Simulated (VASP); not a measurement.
# Cl (Im-3m) in VASP: further runs

The runs below take Cl through density of states, with PBEsol.

Program: VASP 6.6.1. These are calculated values, not measurements. Logs are shortened: lines on timing, memory, paths and dates and some standing lists are left out, and cuts for length are marked.

## Step 1: The cell of the first run

Symmetry: Im-3m, No. 229, cubic system. Conventional cell: a = 3.111 Å, b = 3.111 Å, c = 3.111 Å, α = 90.00°, β = 90.00°, γ = 90.00°. Within 3.6 Å of Cl (site symmetry m-3m) lie 14 Cl at 2.69 to 3.11 Å.

## Step 2: Density of states, PBEsol (volume scaled by 0.78)

POSCAR

```
Cl
1.0
   -1.5556038388      1.5556038388      1.5556038388
    1.5556038388     -1.5556038388      1.5556038388
    1.5556038388      1.5556038388     -1.5556038388
Cl
1
Direct
    0.0000000000      0.0000000000      0.0000000000
```

INCAR.step1

```
SYSTEM = Cl
  ALGO = Normal
  EDIFF = 1E-6
  ENCUT = 520
  GGA = PS
  ISIF = 2
  ISMEAR = -1
  LASPH = .True.
  LCHARG = .True.
  LREAL = .False.
  LWAVE = .False.
  NBANDS = 10
  NELM = 80
  PREC = Accurate
  SIGMA = 0.08
```

KPOINTS.step1

```
k-points
0
Gamma
  15 15 15
  0 0 0
```

INCAR.step2

```
SYSTEM = Cl
  ALGO = Normal
  EDIFF = 1E-6
  ENCUT = 520
  GGA = PS
  ICHARG = 11
  ISIF = 2
  ISMEAR = -5
  LASPH = .True.
  LCHARG = .False.
  LORBIT = 11
  LREAL = .False.
  LWAVE = .False.
  NEDOS = 2001
  NELM = 80
  PREC = Accurate
  SIGMA = 0.08
```

KPOINTS.step2

```
k-points
0
Gamma
  23 23 23
  0 0 0
```

Potentials or basis: VASP PAW PBE potentials, release 64 (Cl).

Launch:

```console
> cat potpaw_PBE.64/Cl/POTCAR > POTCAR
> cp INCAR.step1 INCAR
> cp KPOINTS.step1 KPOINTS
> mpirun -np 1 vasp_std > vasp.out
> cp INCAR.step2 INCAR
> cp KPOINTS.step2 KPOINTS
> mpirun -np 1 vasp_std > vasp.out
```

OUTCAR:

```text
SYSTEM = Cl
   EDIFF = 1E-6
   ENCUT = 520
   GGA = PS
   ICHARG = 11
   ISIF = 2
   ISMEAR = -5
   LASPH = .True.
   LORBIT = 11
   LREAL = .False.
   NELM = 80
   PREC = Accurate

 ion  position               nearest neighbor table
   1  0.000  0.000  0.000-

  LATTYP: Found a body centered cubic cell.
 ALAT       =     3.1112076776

  Lattice vectors:

 A1 = (  -1.5556038388,   1.5556038388,   1.5556038388)
 A2 = (   1.5556038388,  -1.5556038388,   1.5556038388)
 A3 = (   1.5556038388,   1.5556038388,  -1.5556038388)

Analysis of symmetry for initial positions (statically):
=====================================================================
 Subroutine PRICEL returns:
 Original cell was already a primitive cell.

 Routine SETGRP: Setting up the symmetry group for a
 body centered cubic supercell.

 Subroutine GETGRP returns: Found 48 space group operations
 (whereof 48 operations were pure point group operations)
 out of a pool of 48 trial point group operations.

The static configuration has the point symmetry O_h .

Analysis of symmetry for dynamics (positions and initial velocities):
=====================================================================
 Subroutine PRICEL returns:
 Original cell was already a primitive cell.

 Routine SETGRP: Setting up the symmetry group for a
 body centered cubic supercell.

 Subroutine GETGRP returns: Found 48 space group operations
 (whereof 48 operations were pure point group operations)
 out of a pool of 48 trial point group operations.

The dynamic configuration has the point symmetry O_h .

 Subroutine INISYM returns: Found 48 space group operations
 (whereof 48 operations are pure point group operations),
 and found     1 'primitive' translations

----------------------------------------------------------------------------------------

                                     Primitive cell

  volume of cell :      15.0576

  direct lattice vectors                    reciprocal lattice vectors
    -1.555603839  1.555603839  1.555603839     0.000000000  0.321418595  0.321418595
     1.555603839 -1.555603839  1.555603839     0.321418595  0.000000000  0.321418595
     1.555603839  1.555603839 -1.555603839     0.321418595  0.321418595  0.000000000

  length of vectors
     2.694384885  2.694384885  2.694384885     0.454554536  0.454554536  0.454554536

  position of ions in fractional coordinates (direct lattice)
     0.000000000  0.000000000  0.000000000

  ion indices of the primitive-cell ions
   primitive index   ion index
                 1           1

----------------------------------------------------------------------------------------

 KPOINTS: k-points

Automatic generation of k-mesh.
 Grid dimensions read from file:
 generate k-points for:   23   23   23

 Generating k-lattice:

  Cartesian coordinates                     Fractional coordinates (reciprocal lattice)
     0.000000000  0.013974722  0.013974722     0.043478261  0.000000000  0.000000000
     0.013974722  0.000000000  0.013974722     0.000000000  0.043478261  0.000000000
     0.013974722  0.013974722  0.000000000     0.000000000  0.000000000  0.043478261

  Length of vectors
     0.019763241  0.019763241  0.019763241

  Shift w.r.t. Gamma in fractional coordinates (k-lattice)
     0.000000000  0.000000000  0.000000000

 TETIRR: Found  14515 inequivalent tetrahedra from    73002

 Subroutine IBZKPT returns following result:
 ===========================================

 Found    364 irreducible k-points:

 Following reciprocal coordinates:
            Coordinates               Weight
  0.000000  0.000000  0.000000      1.000000
  0.043478  0.000000  0.000000     12.000000
  0.086957  0.000000  0.000000     12.000000
  0.130435  0.000000  0.000000     12.000000
  0.173913  0.000000  0.000000     12.000000
  0.217391  0.000000  0.000000     12.000000
[... 16 lines left out ...]
  0.478261  0.043478  0.000000     24.000000
  0.086957  0.086957  0.000000     24.000000
 [... further k-points ...]
   k-points           NKPTS =    364   k-points in BZ     NKDIM =    364   number of bands    NBANDS=      7
   number of dos      NEDOS =   2001   number of ions     NIONS =      1
   total plane-waves  NPLWV =   8000
   dimension x,y,z NGX =    20 NGY =   20 NGZ =   20
   dimension x,y,z NGXF=    40 NGYF=   40 NGZF=   40
   ions per type =               1
   NGX,Y,Z   is equivalent  to a cutoff of  12.34, 12.34, 12.34 a.u.
   NGXF,Y,Z  is equivalent  to a cutoff of  24.68, 24.68, 24.68 a.u.
 SYSTEM =  Cl
   PREC   = accura    normal or accurate (medium, high low for compatibility)
   ISTART =      0    job   : 0-new  1-cont  2-samecut
   ICHARG =     11    charge: 1-file 2-atom 10-const
   ISPIN  =      1    spin polarized calculation?
   LNONCOLLINEAR =      F non collinear calculations
   LSORBIT =      F    spin-orbit coupling
   LASPH  =      T    aspherical Exc in radial PAW
   ENCUT  =  520.0 eV  38.22 Ry    6.18 a.u.   5.01  5.01  5.01*2*pi/ulx,y,z
   NELM   =     80;   NELMIN=  2; NELMDL=  0     # of ELM steps
   EDIFF  = 0.1E-05   stopping-criterion for ELM
   LREAL  =      F    real-space projection
   EDIFFG = 0.1E-04   stopping-criterion for IOM
   NSW    =      0    number of steps for IOM
   IBRION =     -1    ionic relax: 0-MD 1-quasi-New 2-CG
   NFREE  =      0    steps in history (QN), initial steepest desc. (CG)
   ISIF   =      2    stress and relaxation
   ISYM   =      2    0-nonsym 1-usesym 2-fastsym
   POTIM  = 0.5000    time-step for ionic-motion
   TEBEG  =    0.0;   TEEND  =   0.0 temperature during run
   PSTRESS=    0.0 pullay stress
   NELECT =       7.0000    total number of electrons
   NUPDOWN=      -1.0000    fix difference up-down
   EMIN   =  10.00;   EMAX   =-10.00  energy-range for DOS
   EFERMI =   0.00;   METHOD = LEGACY
   ISMEAR =    -5;   SIGMA  =   0.08  broadening in eV -4-tet -1-fermi 0-gaus
   EFERMI_NEDOS =   21; number of points for ismear=-14 and -15
   IALGO  =     38    algorithm
   IMIX   =      4    mixing-type and parameters
     AMIX     =   0.40;   BMIX     =  1.00
     AMIX_MAG =   1.60;   BMIX_MAG =  1.00
  volume/ion in A,a.u.               =      15.06       101.61
  Fermi-wavevector in a.u.,A,eV,Ry     =   1.268202  2.396555 21.882751  1.608337
  Thomas-Fermi vector in A             =   2.401310
   LORBIT       =     11    0 simple, 1 ext, 2 COOP (PROOUT), +10 PAW based schemes
   GGA     = PS    functional components
   LHFCALC =     F    Hartree Fock is set to
   AEXX    =    0.0000 exact exchange contribution
   IVDW    =     0    specifies the selected vdW correction
   LEPSILON=     F    determine dielectric tensor
   LRPA    =     F    only Hartree local field effects (RPA)
 non-spin polarized calculation
 Fermi weights with tetrahedron method with Bloechl corrections
  energy-cutoff  :      520.00
  volume of cell :       15.06
 maximum number of plane-waves:       420

 number of electron       6.9999998 magnetization

 Free energy of the ion-electron system (eV)
  ---------------------------------------------------
  ext. energy  EPLUGINS =         0.00000000
  ---------------------------------------------------
  free energy    TOTEN  =        -1.02440047 eV

  energy without entropy =       -1.02440047  energy(sigma->0) =       -1.02440047

 E-fermi :   6.5969     XC(G=0): -11.5101

 val. band max:        6.6116397895   @ k =  -0.2174   0.2174   0.0435
 cond. band min:       6.5677817984   @ k =   0.2174   0.0870   0.0870
 fundamental gap:     -0.0438579911
 Fermi energy:         6.5969134777

 k-point     1 :       0.0000    0.0000    0.0000
  band No.  band energies     occupation
      1     -11.8775      2.00000
      2       7.8833      0.00000
      3       7.8833      0.00000
      4       7.8833      0.00000
      5      19.3446      0.00000
      6      20.4531      0.00000
      7      20.4531      0.00000

 k-point     2 :       0.0435    0.0000    0.0000
  band No.  band energies     occupation
      1     -11.8342      2.00000
      2       7.6810      0.00000
      3       7.8179      0.00000
      4       7.8737      0.00000
      5      19.4868      0.00000
      6      20.3225      0.00000
      7      20.4366      0.00000

 k-point     3 :       0.0870    0.0000    0.0000
  band No.  band energies     occupation
      1     -11.7049      2.00000
      2       7.1160     -0.07724
      3       7.6334      0.00000
      4       7.8455      0.00000
      5      19.6226      0.00000
      6      19.9680      0.00000
      7      20.5814      0.00000

 k-point     4 :       0.1304    0.0000    0.0000
  band No.  band energies     occupation
      1     -11.4917      2.00000
      2       6.2828      1.94216
      3       7.3594      0.00000
      4       7.8004      0.00000
      5      19.2172      0.00000
      6      19.4757      0.00000
      7      21.2389      0.00000

 k-point     5 :       0.1739    0.0000    0.0000
  band No.  band energies     occupation
      1     -11.1989      2.00000
      2       5.2798      2.00007
      3       7.0327     -0.01992
      4       7.7411      0.00000
      5      18.4910      0.00000
      6      18.9266      0.00000
      7      22.0774      0.00000
[... 161 lines left out ...]
 k-point    22 :       0.4348    0.0435    0.0000
  band No.  band energies     occupation
      1      -8.4117      2.00000
      2      -0.7760      2.00000
      3       5.2973      2.00000
      4       7.2347      0.00000
      5      15.1326      0.00000
      6      16.6453      0.00000
      7      25.3790      0.00000

 k-point    23 :       0.4783    0.0435    0.0000
  band No.  band energies     occupation
      1      -8.2943      2.00000
      2      -0.9625      2.00000
      3       5.2607      2.00000
      4       7.2232      0.00000
      5      15.0658      0.00000
      6      16.5993      0.00000
      7      25.7690      0.00000

 k-point    24 :       0.0870    0.0870    0.0000
  band No.  band energies     occupation
      1     -11.3653      2.00000
      2       5.8856      2.06127
      3       7.2839     -0.00170
      4       7.6136      0.00000
      5      19.1543      0.00000
      6      19.6047      0.00000
      7      20.5650      0.00000

 [... further k-points ...]
[... 5 lines left out ...]
  --------------------------------------------------------------------------------------
  -------------------------------------------------------------------------------------
  Total        1.9112022      1.9112022      1.9112022     -0.0000000      0.0000000      0.0000000
  in kB      203.3575086    203.3575086    203.3575086     -0.0000000      0.0000000      0.0000000
  external PRESSURE =     203.3575086 kB  Pullay stress =       0.0000000 kB

 VOLUME and BASIS-vectors are now :
 -----------------------------------------------------------------------------
  energy-cutoff  :      520.00
  volume of cell :       15.06
      direct lattice vectors                 reciprocal lattice vectors
    -1.555603839  1.555603839  1.555603839     0.000000000  0.321418595  0.321418595
     1.555603839 -1.555603839  1.555603839     0.321418595  0.000000000  0.321418595
     1.555603839  1.555603839 -1.555603839     0.321418595  0.321418595  0.000000000

 POSITION                                       TOTAL-FORCE (eV/Angst)
 -----------------------------------------------------------------------------------
      0.00000      0.00000      0.00000        -0.000000      0.000000      0.000000
 -----------------------------------------------------------------------------------
    total drift:                                0.000000      0.000000      0.000000

  FREE ENERGIE OF THE ION-ELECTRON SYSTEM (eV)
  ---------------------------------------------------
  free  energy   TOTEN  =        -1.0244004695 eV

  energy  without entropy=       -1.0244004695  energy(sigma->0) =       -1.02440047

 total charge

# of ion       s       p       d       tot
------------------------------------------
    1        1.647   3.265   0.000   4.912
```

It took 44 s on 1 thread of AMD EPYC 7R13 (Zen 3), shared host; peak memory 0.12 GiB.

What came out:

| Item | Value |
| --- | --- |
| Valence electrons inside the program's atomic spheres | Cl 4.91 |

Levels at points of the mesh, in eV from the Fermi level:
```tsv
k point	band 1	band 2	band 3	band 4	band 5	band 6	band 7
(0.00, 0.00, 0.00)	-18.47	1.29	1.29	1.29	12.75	13.86	13.86
```

Caveat: the cell differs from its parent crystal (volume scaled by 0.78); the PAW data sets were made with another functional, which shifts forces and pressure a little; an odd number of electrons without spin polarisation forces a metal; a magnetic or distorted state may lie lower; tetrahedron occupations give inexact forces and stress in metals.

## Step 3: Density of states, PBEsol

This run uses another cell than the first one, of 19.30 Å³/atom, 1.282 times its volume.

POSCAR

```
Cl
1.0
   -1.6899251603      1.6899251603      1.6899251603
    1.6899251603     -1.6899251603      1.6899251603
    1.6899251603      1.6899251603     -1.6899251603
Cl
1
Direct
    0.0000000000      0.0000000000      0.0000000000
```

INCAR.step1

```
ALGO = Normal
EDIFF = 1E-6
ENCUT = 520
GGA = PS
ISIF = 2
ISMEAR = -1
LASPH = True
LCHARG = True
LREAL = False
LWAVE = False
NBANDS = 10
NELM = 60
PREC = Accurate
SIGMA = 0.08
```

KPOINTS.step1

```
k-points
0
Gamma
  15 15 15
```

INCAR.step2

```
ALGO = Normal
EDIFF = 1E-6
ENCUT = 520
GGA = PS
ICHARG = 11
ISIF = 2
ISMEAR = -5
LASPH = True
LCHARG = False
LORBIT = 11
LREAL = False
LWAVE = False
NBANDS = 10
NEDOS = 1001
NELM = 60
PREC = Accurate
SIGMA = 0.08
```

KPOINTS.step2

```
k-points
0
Gamma
  23 23 23
```

Potentials or basis: VASP PAW PBE potentials, release 64 (Cl).

Launch:

```console
> cat potpaw_PBE.64/Cl/POTCAR > POTCAR
> cp INCAR.step1 INCAR
> cp KPOINTS.step1 KPOINTS
> mpirun -np 1 vasp_std > vasp.out
> cp INCAR.step2 INCAR
> cp KPOINTS.step2 KPOINTS
> mpirun -np 1 vasp_std > vasp.out
```

It took 72 s on 1 thread of AMD EPYC 7R13 (Zen 3), shared host; peak memory 0.16 GiB.

Results (log left out):

```
Valence electrons inside the program's atomic spheres : Cl 4.86
```

Levels at points of the mesh, in eV from the Fermi level:
```tsv
k point	band 1	band 2	band 3	band 4	band 5	band 6	band 7	band 8
(0.00, 0.00, 0.00)	-16.11	0.81	0.81	0.81	10.21	14.05	14.05	14.05
```

Caveat: the PAW data sets were made with another functional, which shifts forces and pressure a little; an odd number of electrons without spin polarisation forces a metal; a magnetic or distorted state may lie lower; tetrahedron occupations give inexact forces and stress in metals.

## Step 4: Density of states, PBEsol (volume scaled by 0.43)

POSCAR

```
Cl
1.0
   -1.2755288633      1.2755288633      1.2755288633
    1.2755288633     -1.2755288633      1.2755288633
    1.2755288633      1.2755288633     -1.2755288633
Cl
1
Direct
    0.0000000000      0.0000000000      0.0000000000
```

INCAR.step1

```
SYSTEM = Cl
PREC = Accurate
ENCUT = 520
EDIFF = 1E-6
ISMEAR = -1
SIGMA = 0.08
LREAL = .False.
LASPH = .True.
NELM = 60
ALGO = Normal
ISIF = 2
LWAVE = .False.
LCHARG = .True.
GGA = PS
NBANDS = 10
```

KPOINTS.step1

```
Automatic mesh
0
Gamma
  15 15 15
  0 0 0
```

INCAR.step2

```
SYSTEM = Cl
PREC = Accurate
ENCUT = 520
EDIFF = 1E-6
ISMEAR = -5
SIGMA = 0.08
LREAL = .False.
LASPH = .True.
NELM = 60
ALGO = Normal
ISIF = 2
LWAVE = .False.
LCHARG = .False.
GGA = PS
LORBIT = 11
NBANDS = 10
NEDOS = 2001
ICHARG = 11
```

KPOINTS.step2

```
Automatic mesh
0
Gamma
  23 23 23
  0 0 0
```

Launch:

```console
> cat potpaw_PBE.64/Cl/POTCAR > POTCAR
> cp INCAR.step1 INCAR
> cp KPOINTS.step1 KPOINTS
> mpirun -np 1 vasp_std > vasp.out
> cp INCAR.step2 INCAR
> cp KPOINTS.step2 KPOINTS
> mpirun -np 1 vasp_std > vasp.out
```

Wall time 43 s (1 thread of AMD EPYC 7R13, shared host); peak memory 0.12 GiB.

It converged, with:

| Quantity | Value |
| --- | --- |
| Valence electrons inside the program's atomic spheres | Cl 5.15 |

Levels at points of the mesh, in eV from the Fermi level:
```
           k point  band 1  band 2  band 3  band 4  band 5  band 6  band 7  band 8
(0.00, 0.00, 0.00)  -28.00    3.75    3.75    3.75   12.62   12.62   12.62   18.42
```

Caveat: the cell differs from its parent crystal (volume scaled by 0.43); the PAW data sets were made with another functional, which shifts forces and pressure a little; an odd number of electrons without spin polarisation forces a metal; a magnetic or distorted state may lie lower; tetrahedron occupations give inexact forces and stress in metals.
